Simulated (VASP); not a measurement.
# Mn (P6/mmm) in VASP: relaxation of cell and atoms with revPBE

Aim: the relaxation of cell and atoms of Mn with revPBE.

All numbers are computed with VASP 6.6.1; they aren't measurements. Logs are shortened: lines on timing, memory, paths and dates and some standing lists are left out, and cuts for length are marked.

## 1. The cell of the first run

It takes space group P6/mmm (No. 191, hexagonal). Conventional cell: a = 4.049 Å, b = 4.049 Å, c = 2.482 Å, α = 90.00°, β = 90.00°, γ = 120.00°. Within 3.3 Å of Mn (site symmetry 6/mmm) lie 14 Mn at 2.48 to 2.65 Å. Mn (site symmetry -6m2) has 11 Mn at 2.34 to 2.65 Å within 3.1 Å.

This isn't the form of Mn at room conditions, which is a 58-atom cubic cell.

## 2. Relaxation of cell and atoms, revPBE

INCAR reads:

```
  PREC = Accurate
  ENCUT = 600
  EDIFF = 1E-7
  ISMEAR = -1
  SIGMA = 0.1
  LREAL = False
  LASPH = True
  NELM = 60
  ALGO = Normal
  ISIF = 3
  LWAVE = False
  LCHARG = False
  GGA = RE
  IBRION = 2
  NSW = 80
  EDIFFG = -0.01
```

KPOINTS reads:

```
regular mesh
0
Gamma
  9 9 13
```

POSCAR reads:

```
Mn
1.0
    4.0493320461      0.0000000000      0.0000000000
   -2.0246660230      3.5068244202      0.0000000000
    0.0000000000      0.0000000000      2.4822405442
Mn
3
Direct
    0.0000000000      0.0000000000      0.0000000000
    0.3333333333      0.6666666667      0.5000000000
    0.6666666667      0.3333333333      0.5000000000
```

Potentials or basis: VASP PAW PBE potentials, release 64 (Mn_pv).

The run is started by

```
$ cat potpaw_PBE.64/Mn_pv/POTCAR > POTCAR
$ mpirun -np 1 vasp_std > vasp.out
```

OUTCAR:

```text
PREC = Accurate
   ENCUT = 600
   EDIFF = 1E-7
   ISMEAR = -1
   LREAL = False
   LASPH = True
   NELM = 60
   ISIF = 3
   GGA = RE
   IBRION = 2
   NSW = 80
   EDIFFG = -0.01

 ion  position               nearest neighbor table
   1  0.000  0.000  0.000-   2 2.65   3 2.65   2 2.65   3 2.65   2 2.65   2 2.65   3 2.65   3 2.65
                             3 2.65   3 2.65   2 2.65   2 2.65
   2  0.333  0.667  0.500-   3 2.34   3 2.34   3 2.34   1 2.65   1 2.65   1 2.65   1 2.65   1 2.65
                             1 2.65
   3  0.667  0.333  0.500-   2 2.34   2 2.34   2 2.34   1 2.65   1 2.65   1 2.65   1 2.65   1 2.65
                             1 2.65

  LATTYP: Found a hexagonal cell.
 ALAT       =     4.0493320461
 C/A-ratio  =     0.6130000000

  Lattice vectors:

 A1 = (   4.0493320461,   0.0000000000,   0.0000000000)
 A2 = (  -2.0246660230,   3.5068244202,   0.0000000000)
 A3 = (   0.0000000000,   0.0000000000,   2.4822405442)

Analysis of symmetry for initial positions (statically):
=====================================================================
 Subroutine PRICEL returns:
 Original cell was already a primitive cell.

 Routine SETGRP: Setting up the symmetry group for a
 hexagonal supercell.

 Subroutine GETGRP returns: Found 24 space group operations
 (whereof 24 operations were pure point group operations)
 out of a pool of 24 trial point group operations.

The static configuration has the point symmetry D_6h.

Analysis of symmetry for dynamics (positions and initial velocities):
=====================================================================
 Subroutine PRICEL returns:
 Original cell was already a primitive cell.

 Routine SETGRP: Setting up the symmetry group for a
 hexagonal supercell.

 Subroutine GETGRP returns: Found 24 space group operations
 (whereof 24 operations were pure point group operations)
 out of a pool of 24 trial point group operations.

The dynamic configuration has the point symmetry D_6h.

 Subroutine INISYM returns: Found 24 space group operations
 (whereof 24 operations are pure point group operations),
 and found     1 'primitive' translations

----------------------------------------------------------------------------------------

                                     Primitive cell

  volume of cell :      35.2486

  direct lattice vectors                    reciprocal lattice vectors
     4.049332046  0.000000000  0.000000000     0.246954310  0.142579137  0.000000000
    -2.024666023  3.506824420  0.000000000     0.000000000  0.285158274  0.000000000
     0.000000000  0.000000000  2.482240544     0.000000000  0.000000000  0.402861843

  length of vectors
     4.049332046  4.049332046  2.482240544     0.285158274  0.285158274  0.402861843

  position of ions in fractional coordinates (direct lattice)
     0.000000000  0.000000000  0.000000000
     0.333333333  0.666666667  0.500000000
     0.666666667  0.333333333  0.500000000

  ion indices of the primitive-cell ions
   primitive index   ion index
                 1           1
                 2           2
                 3           3

----------------------------------------------------------------------------------------

 KPOINTS: regular mesh

Automatic generation of k-mesh.
 Grid dimensions read from file:
 generate k-points for:    9    9   13

 Generating k-lattice:

  Cartesian coordinates                     Fractional coordinates (reciprocal lattice)
     0.027439368  0.015842126  0.000000000     0.111111111 -0.000000000  0.000000000
     0.000000000  0.031684253  0.000000000     0.000000000  0.111111111  0.000000000
     0.000000000  0.000000000  0.030989373     0.000000000  0.000000000  0.076923077

  Length of vectors
     0.031684253  0.031684253  0.030989373

  Shift w.r.t. Gamma in fractional coordinates (k-lattice)
     0.000000000  0.000000000  0.000000000

 Subroutine IBZKPT returns following result:
 ===========================================

 Found     84 irreducible k-points:

 Following reciprocal coordinates:
            Coordinates               Weight
  0.000000  0.000000  0.000000      1.000000
  0.111111 -0.000000  0.000000      6.000000
  0.222222 -0.000000  0.000000      6.000000
  0.333333  0.000000  0.000000      6.000000
  0.444444 -0.000000  0.000000      6.000000
  0.111111  0.111111  0.000000      6.000000
[... 16 lines left out ...]
  0.333333  0.222222  0.076923     24.000000
  0.333333  0.333333  0.076923      4.000000
 [... further k-points ...]
   k-points           NKPTS =     84   k-points in BZ     NKDIM =     84   number of bands    NBANDS=     23
   number of dos      NEDOS =    301   number of ions     NIONS =      3
   total plane-waves  NPLWV =  20480
   dimension x,y,z NGX =    32 NGY =   32 NGZ =   20
   dimension x,y,z NGXF=    64 NGYF=   64 NGZF=   40
   ions per type =               3
   NGX,Y,Z   is equivalent  to a cutoff of  13.14, 13.14, 13.39 a.u.
   NGXF,Y,Z  is equivalent  to a cutoff of  26.28, 26.28, 26.79 a.u.
 SYSTEM =  unknown system
   PREC   = accura    normal or accurate (medium, high low for compatibility)
   ISTART =      0    job   : 0-new  1-cont  2-samecut
   ICHARG =      2    charge: 1-file 2-atom 10-const
   ISPIN  =      1    spin polarized calculation?
   LNONCOLLINEAR =      F non collinear calculations
   LSORBIT =      F    spin-orbit coupling
   LASPH  =      T    aspherical Exc in radial PAW
   ENCUT  =  600.0 eV  44.10 Ry    6.64 a.u.   8.09  8.09  4.96*2*pi/ulx,y,z
   NELM   =     60;   NELMIN=  2; NELMDL= -5     # of ELM steps
   EDIFF  = 0.1E-06   stopping-criterion for ELM
   LREAL  =      F    real-space projection
   EDIFFG = -.1E-01   stopping-criterion for IOM
   NSW    =     80    number of steps for IOM
   IBRION =      2    ionic relax: 0-MD 1-quasi-New 2-CG
   NFREE  =      1    steps in history (QN), initial steepest desc. (CG)
   ISIF   =      3    stress and relaxation
   ISYM   =      2    0-nonsym 1-usesym 2-fastsym
   POTIM  = 0.5000    time-step for ionic-motion
   TEBEG  =    0.0;   TEEND  =   0.0 temperature during run
   PSTRESS=    0.0 pullay stress
   NELECT =      39.0000    total number of electrons
   NUPDOWN=      -1.0000    fix difference up-down
   EMIN   =  10.00;   EMAX   =-10.00  energy-range for DOS
   EFERMI =   0.00;   METHOD = LEGACY
   ISMEAR =    -1;   SIGMA  =   0.10  broadening in eV -4-tet -1-fermi 0-gaus
   EFERMI_NEDOS =   21; number of points for ismear=-14 and -15
   IALGO  =     38    algorithm
   IMIX   =      4    mixing-type and parameters
     AMIX     =   0.40;   BMIX     =  1.00
     AMIX_MAG =   1.60;   BMIX_MAG =  1.00
  volume/ion in A,a.u.               =      11.75        79.29
  Fermi-wavevector in a.u.,A,eV,Ry     =   1.693230  3.199741 39.008279  2.867028
  Thomas-Fermi vector in A             =   2.774673
   LORBIT       =      0    0 simple, 1 ext, 2 COOP (PROOUT), +10 PAW based schemes
   GGA     = RE    functional components
   LHFCALC =     F    Hartree Fock is set to
   AEXX    =    0.0000 exact exchange contribution
   IVDW    =     0    specifies the selected vdW correction
   LEPSILON=     F    determine dielectric tensor
   LRPA    =     F    only Hartree local field effects (RPA)
 conjugate gradient relaxation of ions
 non-spin polarized calculation
  energy-cutoff  :      600.00
  volume of cell :       35.25
 maximum number of plane-waves:      1192
   NGX = 17   NGY = 17   NGZ =  9

--------------------------------------- Ionic step        1  -------------------------------------------

 number of electron      39.0000012 magnetization

 Free energy of the ion-electron system (eV)
  ---------------------------------------------------
  ext. energy  EPLUGINS =         0.00000000
  ---------------------------------------------------
  free energy    TOTEN  =       -25.32749480 eV

  energy without entropy =      -25.18445376  energy(sigma->0) =      -25.25597428

 E-fermi :   9.3363     XC(G=0): -13.3864

 val. band max:        9.3359968738   @ k =   0.4444   0.1111   0.3846
 cond. band min:       9.3487547378   @ k =   0.4444  -0.0000   0.0769
 fundamental gap:      0.0127578640
 Fermi energy:         9.3362526023

 k-point     1 :       0.0000    0.0000    0.0000
  band No.  band energies     occupation
      1     -38.8601      2.00000
      2     -38.8601      2.00000
      3     -38.6252      2.00000
      4     -38.6252      2.00000
      5     -38.5198      2.00000
      6     -38.3987      2.00000
[... 15 lines left out ...]
     22       9.4421      0.51520
     23       9.4421      0.51520
[... 575 lines left out ...]
      1     -38.9175      2.00000
      2     -38.7228      2.00000
      3     -38.7228      2.00000
      4     -38.4764      2.00000
      5     -38.4764      2.00000
      6     -38.4299      2.00000
[... 15 lines left out ...]
     22      10.3497      0.00008
     23      10.3497      0.00008

 [... further k-points ...]
[... 5 lines left out ...]
  --------------------------------------------------------------------------------------
  -------------------------------------------------------------------------------------
  Total       -3.9220200     -3.9220200     -2.5048397     -0.0000000      0.0000000     -0.0000000
  in kB     -178.2703444   -178.2703444   -113.8542500     -0.0000000      0.0000000     -0.0000000
  external PRESSURE =    -156.7983129 kB  Pullay stress =       0.0000000 kB

 VOLUME and BASIS-vectors are now :
 -----------------------------------------------------------------------------
  energy-cutoff  :      600.00
  volume of cell :       35.25
      direct lattice vectors                 reciprocal lattice vectors
     4.049332046  0.000000000  0.000000000     0.246954310  0.142579137  0.000000000
    -2.024666023  3.506824420  0.000000000     0.000000000  0.285158274  0.000000000
     0.000000000  0.000000000  2.482240544     0.000000000  0.000000000  0.402861843
[... 260 lines left out ...]
 POSITION                                       TOTAL-FORCE (eV/Angst)
 -----------------------------------------------------------------------------------
      1.96485      3.40322      2.46247        -0.000000      0.000000      0.000000
     -0.00000      2.26881      1.23124        -0.000000      0.000000     -0.000000
      1.96485      1.13441      1.23124         0.000000     -0.000000      0.000000
 -----------------------------------------------------------------------------------
    total drift:                               -0.000000      0.000000     -0.000000

  FREE ENERGIE OF THE ION-ELECTRON SYSTEM (eV)
  ---------------------------------------------------
  free  energy   TOTEN  =       -25.4633810124 eV

  energy  without entropy=      -25.3410666287  energy(sigma->0) =      -25.40222382

--------------------------------------- Ionic step        9  -------------------------------------------

 number of electron      38.9999994 magnetization

 Free energy of the ion-electron system (eV)
  ---------------------------------------------------
  ext. energy  EPLUGINS =         0.00000000
  ---------------------------------------------------
  free energy    TOTEN  =       -25.46349620 eV

  energy without entropy =      -25.34160650  energy(sigma->0) =      -25.40255135

 E-fermi :  10.2608     XC(G=0): -13.8003

 val. band max:       10.2584080057   @ k =   0.4444   0.1111   0.0769
 cond. band min:      10.2613622646   @ k =   0.4444   0.1111   0.0000
 fundamental gap:      0.0029542589
 Fermi energy:        10.2607721038

 k-point     1 :       0.0000    0.0000    0.0000
  band No.  band energies     occupation
      1     -38.0149      2.00000
      2     -38.0149      2.00000
      3     -37.7019      2.00000
      4     -37.7019      2.00000
      5     -37.5961      2.00000
      6     -37.4252      2.00000
[... 15 lines left out ...]
     22      10.2758      0.92498
     23      10.2758      0.92498
[... 575 lines left out ...]
      1     -38.0936      2.00000
      2     -37.8330      2.00000
      3     -37.8330      2.00000
      4     -37.5234      2.00000
      5     -37.5234      2.00000
      6     -37.4531      2.00000
[... 15 lines left out ...]
     22      11.4225      0.00002
     23      11.4225      0.00002

 [... further k-points ...]
[... 5 lines left out ...]
  --------------------------------------------------------------------------------------
  -------------------------------------------------------------------------------------
  Total        0.0031324      0.0031324      0.0018028      0.0000000     -0.0000000      0.0000000
  in kB        0.1527109      0.1527109      0.0878877      0.0000000     -0.0000000      0.0000000
  external PRESSURE =       0.1311032 kB  Pullay stress =       0.0000000 kB

 VOLUME and BASIS-vectors are now :
 -----------------------------------------------------------------------------
  energy-cutoff  :      600.00
  volume of cell :       32.86
      direct lattice vectors                 reciprocal lattice vectors
     3.926731389 -0.000000000 -0.000000000     0.254664733  0.147030752 -0.000000000
    -1.963365694  3.400649136  0.000000000     0.000000000  0.294061504 -0.000000000
    -0.000000000  0.000000000  2.461099661     0.000000000 -0.000000000  0.406322432

 POSITION                                       TOTAL-FORCE (eV/Angst)
 -----------------------------------------------------------------------------------
      0.00000      0.00000      0.00000         0.000000     -0.000000      0.000000
     -0.00000      2.26710      1.23055         0.000000     -0.000000      0.000000
      1.96337      1.13355      1.23055        -0.000000      0.000000      0.000000
 -----------------------------------------------------------------------------------
    total drift:                               -0.000000      0.000000      0.000000

  FREE ENERGIE OF THE ION-ELECTRON SYSTEM (eV)
  ---------------------------------------------------
  free  energy   TOTEN  =       -25.4634962020 eV

  energy  without entropy=      -25.3416065035  energy(sigma->0) =      -25.40255135

 reached required accuracy - stopping structural energy minimisation
```

Wall time 8.4 min (1 thread of Intel Xeon 8259CL, shared host); peak memory 0.21 GiB.

What came out:

- Free energy: -25.4635 eV
- Relaxed volume: 10.95 Å³/atom
- Relaxed cell: a = 3.927 Å, b = 3.927 Å, c = 2.461 Å, α = 90.00°, β = 90.00°, γ = 120.00°
- Space group after relaxing (to 0.1 Å): P6/mmm (No. 191)
- Energy gained by relaxing: 45.3 meV/atom
- Ionic steps: 9
- Pressure after relaxing: 0.0 GPa
- Band gap on the k mesh: zero (an odd number of electrons rules out a gap without spin polarisation)

The path:
| step | energy change (eV) | largest force (eV/Å) | pressure (GPa) | volume (Å³) |
| --- | --- | --- | --- | --- |
| 1 | 0.0000 | 0.0000 | -15.68 | 35.25 |
| 2 | 0.1635 | 0.0000 | 33.20 | 29.70 |
| 3 | -0.1326 | 0.0000 | -0.13 | 32.87 |
| 4 | -0.1327 | 0.0000 | 0.29 | 32.82 |
| 5 | -0.1327 | 0.0000 | 0.67 | 32.77 |
| 6 | -0.1359 | 0.0000 | 0.43 | 32.81 |
| 7 | -0.1359 | 0.0000 | 0.42 | 32.81 |
| 8 | -0.1359 | 0.0000 | -0.53 | 32.93 |
| 9 | -0.1360 | 0.0000 | 0.01 | 32.86 |

Final structure:
```cif
data_structure
_symmetry_space_group_name_H-M 'P 1'
_symmetry_Int_Tables_number 1
_cell_length_a 3.9267
_cell_length_b 3.9267
_cell_length_c 2.4611
_cell_angle_alpha 90.000
_cell_angle_beta 90.000
_cell_angle_gamma 120.000
_cell_volume 32.86
loop_
_atom_site_label
_atom_site_type_symbol
_atom_site_fract_x
_atom_site_fract_y
_atom_site_fract_z
_atom_site_occupancy
Mn1 Mn 0.00000 0.00000 0.00000 1
Mn2 Mn 0.33333 0.66667 0.50000 1
Mn3 Mn 0.66667 0.33333 0.50000 1
```

Caveat: the PAW data sets were made with another functional, which shifts forces and pressure a little; the run has no spin polarisation, though such a crystal can be magnetic. Spin polarisation is off, so any magnetic state and its effect on volume and gap are missing.
